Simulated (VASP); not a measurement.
# ZnO (P6_3/mmc) in VASP: notebook

Runs on ZnO. Level: PBEsol+D4. Tasks: single point.

Program: VASP 6.6.1. These are calculated values, not measurements. Logs are shortened: lines on timing, memory, paths and dates and some standing lists are left out, and cuts for length are marked.

### Step 1. The cell of the first run

Symmetry: P6_3/mmc, No. 194, hexagonal system. The conventional cell has a = 3.288 Å, b = 3.288 Å, c = 7.130 Å, α = 90.00°, β = 90.00°, γ = 120.00°. Within 2.5 Å of Zn (site symmetry -6m2) lie 3 O at 1.90 Å. Within 2.5 Å of O (site symmetry -6m2) lie 3 Zn at 1.90 Å.

### Step 2. Single point, PBEsol+D4

Input file INCAR:

```
SYSTEM = ZnO
ALGO     = Normal         ! electronic algorithm
EDIFF    = 1E-6           ! SCF threshold, eV
ENCUT    = 520            ! plane-wave cutoff, eV
GGA      = PS             ! functional
ISIF     = 2              ! what is computed and relaxed
ISMEAR   = 0              ! smearing method
IVDW     = 13             ! dispersion correction
LASPH    = .TRUE.         ! aspherical terms in the spheres
LCHARG   = .FALSE.        ! write CHGCAR
LREAL    = .FALSE.        ! projectors in reciprocal space
LWAVE    = .FALSE.        ! write WAVECAR
NBANDS   = 26             ! bands
NELM     = 80             ! most SCF steps
PREC     = Accurate       ! precision mode
SIGMA    = 0.01           ! smearing width, eV
```

Input file KPOINTS:

```
k-points
0
G
  6 6 4
  0 0 0
```

Input file POSCAR:

```
ZnO
1.0
    3.2879700000      0.0000000000      0.0000000000
   -1.6439800000      2.8474600000      0.0000000000
    0.0000000000      0.0000000000      7.1304400000
Zn O
2 2
Direct
    0.0000000000      0.0000000000      0.7500000000
    0.0000000000      0.0000000000      0.2500000000
    0.3333333333      0.6666666667      0.2500000000
    0.6666666667      0.3333333333      0.7500000000
```

Potentials or basis: VASP PAW PBE potentials, release 64 (Zn, O).

Run with:

```sh
> cat potpaw_PBE.64/Zn/POTCAR potpaw_PBE.64/O/POTCAR > POTCAR
> mpirun -np 1 vasp_std > vasp.out
```

OUTCAR:

```text
SYSTEM = ZnO
   EDIFF = 1E-6
   ENCUT = 520
   GGA = PS
   ISIF = 2
   ISMEAR = 0
   IVDW = 13
   LASPH = .TRUE.
   LREAL = .FALSE.
   NELM = 80
   PREC = Accurate

 ion  position               nearest neighbor table
   1  0.000  0.000  0.750-   4 1.90   4 1.90   4 1.90
   2  0.000  0.000  0.250-   3 1.90   3 1.90   3 1.90
   3  0.333  0.667  0.250-   2 1.90   2 1.90   2 1.90
   4  0.667  0.333  0.750-   1 1.90   1 1.90   1 1.90

  LATTYP: Found a hexagonal cell.
 ALAT       =     3.2879700000
 C/A-ratio  =     2.1686450910

  Lattice vectors:

 A1 = (   3.2879700000,   0.0000000000,   0.0000000000)
 A2 = (  -1.6439800000,   2.8474600000,   0.0000000000)
 A3 = (   0.0000000000,   0.0000000000,   7.1304400000)

Analysis of symmetry for initial positions (statically):
=====================================================================
 Subroutine PRICEL returns:
 Original cell was already a primitive cell.

 Routine SETGRP: Setting up the symmetry group for a
 hexagonal supercell.

 Subroutine GETGRP returns: Found 24 space group operations
 (whereof 12 operations were pure point group operations)
 out of a pool of 24 trial point group operations.

The static configuration has the point symmetry D_3d.
 The point group associated with its full space group is D_6h.

Analysis of symmetry for dynamics (positions and initial velocities):
=====================================================================
 Subroutine PRICEL returns:
 Original cell was already a primitive cell.

 Routine SETGRP: Setting up the symmetry group for a
 hexagonal supercell.

 Subroutine GETGRP returns: Found 24 space group operations
 (whereof 12 operations were pure point group operations)
 out of a pool of 24 trial point group operations.

The dynamic configuration has the point symmetry D_3d.
 The point group associated with its full space group is D_6h.

 Subroutine INISYM returns: Found 24 space group operations
 (whereof 12 operations are pure point group operations),
 and found     1 'primitive' translations

----------------------------------------------------------------------------------------

                                     Primitive cell

  volume of cell :      66.7578

  direct lattice vectors                    reciprocal lattice vectors
     3.287970000  0.000000000  0.000000000     0.304139028  0.175594558  0.000000000
    -1.643980000  2.847460000  0.000000000     0.000000000  0.351190184  0.000000000
     0.000000000  0.000000000  7.130440000     0.000000000  0.000000000  0.140243800

  length of vectors
     3.287970000  3.287962696  7.130440000     0.351189403  0.351190184  0.140243800

  position of ions in fractional coordinates (direct lattice)
     0.000000000  0.000000000  0.750000000
     0.000000000  0.000000000  0.250000000
     0.333333333  0.666666667  0.250000000
     0.666666667  0.333333333  0.750000000

  ion indices of the primitive-cell ions
   primitive index   ion index
                 1           1
                 2           2
                 3           3
                 4           4

----------------------------------------------------------------------------------------

 KPOINTS: k-points

Automatic generation of k-mesh.
 Grid dimensions read from file:
 generate k-points for:    6    6    4

 Generating k-lattice:

  Cartesian coordinates                     Fractional coordinates (reciprocal lattice)
     0.050689838  0.029265760  0.000000000     0.166666667  0.000000000  0.000000000
     0.000000000  0.058531697  0.000000000     0.000000000  0.166666667  0.000000000
     0.000000000  0.000000000  0.035060950     0.000000000  0.000000000  0.250000000

  Length of vectors
     0.058531567  0.058531697  0.035060950

  Shift w.r.t. Gamma in fractional coordinates (k-lattice)
     0.000000000  0.000000000  0.000000000

 Subroutine IBZKPT returns following result:
 ===========================================

 Found     21 irreducible k-points:

 Following reciprocal coordinates:
            Coordinates               Weight
  0.000000  0.000000  0.000000      1.000000
  0.166667 -0.000000  0.000000      6.000000
  0.333333 -0.000000  0.000000      6.000000
  0.500000 -0.000000  0.000000      3.000000
  0.166667  0.166667  0.000000      6.000000
  0.333333  0.166667  0.000000     12.000000
[... 13 lines left out ...]
  0.333333  0.166667  0.500000     12.000000
  0.333333  0.333333  0.500000      2.000000
   k-points           NKPTS =     21   k-points in BZ     NKDIM =     21   number of bands    NBANDS=     26
   number of dos      NEDOS =    301   number of ions     NIONS =      4
   total plane-waves  NPLWV =  31104
   dimension x,y,z NGX =    24 NGY =   24 NGZ =   54
   dimension x,y,z NGXF=    48 NGYF=   48 NGZF=  108
   ions per type =               2   2
   NGX,Y,Z   is equivalent  to a cutoff of  12.13, 12.13, 12.59 a.u.
   NGXF,Y,Z  is equivalent  to a cutoff of  24.27, 24.27, 25.18 a.u.
 SYSTEM =  ZnO
   PREC   = accura    normal or accurate (medium, high low for compatibility)
   ISTART =      0    job   : 0-new  1-cont  2-samecut
   ICHARG =      2    charge: 1-file 2-atom 10-const
   ISPIN  =      1    spin polarized calculation?
   LNONCOLLINEAR =      F non collinear calculations
   LSORBIT =      F    spin-orbit coupling
   LASPH  =      T    aspherical Exc in radial PAW
   ENCUT  =  520.0 eV  38.22 Ry    6.18 a.u.   6.11  6.11 13.26*2*pi/ulx,y,z
   NELM   =     80;   NELMIN=  2; NELMDL= -5     # of ELM steps
   EDIFF  = 0.1E-05   stopping-criterion for ELM
   LREAL  =      F    real-space projection
   EDIFFG = 0.1E-04   stopping-criterion for IOM
   NSW    =      0    number of steps for IOM
   IBRION =     -1    ionic relax: 0-MD 1-quasi-New 2-CG
   NFREE  =      0    steps in history (QN), initial steepest desc. (CG)
   ISIF   =      2    stress and relaxation
   ISYM   =      2    0-nonsym 1-usesym 2-fastsym
   POTIM  = 0.5000    time-step for ionic-motion
   TEBEG  =    0.0;   TEEND  =   0.0 temperature during run
   PSTRESS=    0.0 pullay stress
   NELECT =      36.0000    total number of electrons
   NUPDOWN=      -1.0000    fix difference up-down
   EMIN   =  10.00;   EMAX   =-10.00  energy-range for DOS
   EFERMI =   0.00;   METHOD = LEGACY
   ISMEAR =     0;   SIGMA  =   0.01  broadening in eV -4-tet -1-fermi 0-gaus
   EFERMI_NEDOS =   21; number of points for ismear=-14 and -15
   IALGO  =     38    algorithm
   IMIX   =      4    mixing-type and parameters
     AMIX     =   0.40;   BMIX     =  1.00
     AMIX_MAG =   1.60;   BMIX_MAG =  1.00
  volume/ion in A,a.u.               =      16.69       112.63
  Fermi-wavevector in a.u.,A,eV,Ry     =   1.332524  2.518105 24.158782  1.775620
  Thomas-Fermi vector in A             =   2.461452
   LORBIT       =      0    0 simple, 1 ext, 2 COOP (PROOUT), +10 PAW based schemes
   GGA     = PS    functional components
   LHFCALC =     F    Hartree Fock is set to
   AEXX    =    0.0000 exact exchange contribution
   IVDW    =    13    specifies the selected vdW correction
   LEPSILON=     F    determine dielectric tensor
   LRPA    =     F    only Hartree local field effects (RPA)
 non-spin polarized calculation
 Gauss-broadening in eV      SIGMA  =   0.01
  energy-cutoff  :      520.00
  volume of cell :       66.76
 maximum number of plane-waves:      1824
   NGX = 13   NGY = 13   NGZ = 27

 number of electron      36.0000028 magnetization

 Free energy of the ion-electron system (eV)
  ---------------------------------------------------
  ext. energy  EPLUGINS =         0.00000000
  ---------------------------------------------------
  free energy    TOTEN  =       -18.26495988 eV

  energy without entropy =      -18.26495988  energy(sigma->0) =      -18.26495988

 E-fermi :  -0.8108     XC(G=0):  -9.1722

 val. band max:       -0.9061925425   @ k =   0.0000   0.0000   0.0000
 cond. band min:      -0.1573538861   @ k =   0.0000   0.0000   0.0000
 fundamental gap:      0.7488386564
 Fermi energy:        -0.8107589221

 k-point     1 :       0.0000    0.0000    0.0000
  band No.  band energies     occupation
      1     -18.3036      2.00000
      2     -18.2204      2.00000
      3      -7.0346      2.00000
      4      -7.0346      2.00000
      5      -7.0198      2.00000
      6      -7.0198      2.00000
[... 18 lines left out ...]
     25      11.8043      0.00000
     26      12.5937      0.00000

 k-point     2 :       0.1667   -0.0000    0.0000
  band No.  band energies     occupation
      1     -18.1799      2.00000
      2     -18.1074      2.00000
      3      -7.0747      2.00000
      4      -7.0662      2.00000
      5      -6.8549      2.00000
      6      -6.8398      2.00000
[... 18 lines left out ...]
     25      11.0060      0.00000
     26      12.2785      0.00000

 k-point     3 :       0.3333   -0.0000    0.0000
  band No.  band energies     occupation
      1     -17.9207      2.00000
      2     -17.8761      2.00000
      3      -7.0046      2.00000
      4      -7.0039      2.00000
      5      -6.4145      2.00000
      6      -6.4014      2.00000
[... 18 lines left out ...]
     25      11.1008      0.00000
     26      12.1329      0.00000

 k-point     4 :       0.5000   -0.0000    0.0000
  band No.  band energies     occupation
      1     -17.7807      2.00000
      2     -17.7617      2.00000
      3      -6.8307      2.00000
      4      -6.8209      2.00000
      5      -6.2529      2.00000
      6      -6.1237      2.00000
[... 18 lines left out ...]
     25      10.6982      0.00000
     26      13.1630      0.00000
[... 409 lines left out ...]
      1     -17.9614      2.00000
      2     -17.9614      2.00000
      3      -7.0428      2.00000
      4      -7.0428      2.00000
      5      -6.5202      2.00000
      6      -6.5202      2.00000
[... 18 lines left out ...]
     25      11.7692      0.00000
     26      11.7692      0.00000

 k-point    20 :       0.3333    0.1667    0.5000
  band No.  band energies     occupation
      1     -17.7740      2.00000
      2     -17.7740      2.00000
      3      -6.8048      2.00000
      4      -6.8048      2.00000
      5      -6.1444      2.00000
      6      -6.1444      2.00000
[... 18 lines left out ...]
     25      10.0906      0.00000
     26      10.0906      0.00000

 k-point    21 :       0.3333    0.3333    0.5000
  band No.  band energies     occupation
      1     -17.7126      2.00000
      2     -17.7126      2.00000
      3      -6.6039      2.00000
      4      -6.6039      2.00000
      5      -6.1452      2.00000
      6      -6.1452      2.00000
[... 18 lines left out ...]
     25       8.5263      0.00000
     26       8.5263      0.00000

------------------------ aborting loop because EDIFF is reached ----------------------------------------

  DFT-D4 for vdW energy calculation

  Edisp (eV):   -0.39152

  FORCE on cell =-STRESS in cart. coord.  units (eV):
  Direction    XX          YY          ZZ          XY          YZ          ZX
  --------------------------------------------------------------------------------------
  -------------------------------------------------------------------------------------
  Total      -2.64360    -2.64358    -0.74516    -0.00000     0.00000     0.00000
  in kB     -63.44592   -63.44567   -17.88381    -0.00011     0.00000     0.00000
  external pressure =      -48.26 kB  Pullay stress =        0.00 kB

 VOLUME and BASIS-vectors are now :
 -----------------------------------------------------------------------------
  energy-cutoff  :      520.00
  volume of cell :       66.76
      direct lattice vectors                 reciprocal lattice vectors
     3.287970000  0.000000000  0.000000000     0.304139028  0.175594558  0.000000000
    -1.643980000  2.847460000  0.000000000     0.000000000  0.351190184  0.000000000
     0.000000000  0.000000000  7.130440000     0.000000000  0.000000000  0.140243800

 POSITION                                       TOTAL-FORCE (eV/Angst)
 -----------------------------------------------------------------------------------
      0.00000      0.00000      5.34783         0.000000     -0.000000      0.000000
      0.00000      0.00000      1.78261         0.000000      0.000000      0.000000
      0.00000      1.89831      1.78261        -0.000000      0.000000     -0.000000
      1.64399      0.94915      5.34783         0.000000     -0.000000      0.000000
 -----------------------------------------------------------------------------------
    total drift:                               -0.000000      0.000000      0.000000

  FREE ENERGIE OF THE ION-ELECTRON SYSTEM (eV)
  ---------------------------------------------------
  free  energy   TOTEN  =       -18.6564778138 eV

  energy  without entropy=      -18.6564778138  energy(sigma->0) =      -18.65647781
```

It took 13 s on 1 thread of Intel Xeon 6975P-C (Granite Rapids), shared host; peak memory 0.18 GiB.

Results:

```
Free energy                : -18.6565 eV
Pressure                   : -4.8 GPa
Band gap on the k mesh     : 0.75 eV, direct
Dispersion energy per atom : -0.098 eV
```

Caveat: the PAW data sets were made with another functional, which shifts forces and pressure a little. As with any semilocal functional, this PBEsol gap is likely too small.

### Step 3. Single point, PBEsol+D4

Input file INCAR:

```
PREC = Accurate ; ENCUT = 520
EDIFF = 1E-7 ; ISMEAR = 0
SIGMA = 0.01 ; LREAL = F
LASPH = T ; NELM = 80
ALGO = Normal ; ISIF = 2
LWAVE = F ; LCHARG = F
GGA = PS ; IVDW = 13
NBANDS = 26
```

Input file KPOINTS:

```
regular mesh
0
Gamma
  6 6 4
```

POSCAR is that of step 2.

Potentials or basis: VASP PAW PBE potentials, release 64 (Zn, O).

Run with:

```sh
> cat potpaw_PBE.64/Zn/POTCAR potpaw_PBE.64/O/POTCAR > POTCAR
> mpirun -np 1 vasp_std > vasp.out
```

Wall time 16 s (1 thread of Intel Xeon 6975P-C (Granite Rapids), shared host); peak memory 0.19 GiB.

It converged, with:

| Item | Value |
| --- | --- |
| Free energy | -18.6565 eV |
| Pressure | -4.8 GPa |
| Band gap on the k mesh | 0.75 eV, direct |
| Dispersion energy per atom | -0.098 eV |

Stress tensor (GPa, compression positive):
```
-6.37  0.00  0.00
 0.00 -6.37  0.00
 0.00  0.00 -1.81
```

Levels at points of the mesh, in eV from the valence-band top:
```tsv
k point	band 15	band 16	band 17	band 18	band 19	band 20	band 21	band 22
(0.00, 0.00, 0.00)	-0.01	-0.01	0.00	0.00	0.75	3.29	5.10	10.88
(0.50, 0.00, 0.00)	-1.89	-1.81	-0.91	-0.90	4.82	5.45	6.11	8.70
(0.00, 0.00, 0.50)	0.00	0.00	0.00	0.00	1.87	1.87	7.18	7.18
(0.50, 0.00, 0.50)	-1.85	-1.85	-0.87	-0.87	4.94	4.94	7.54	7.54
```

Caveat: the PAW data sets were made with another functional, which shifts forces and pressure a little. PBEsol gaps usually lie below the measured ones, often by a third to a half.
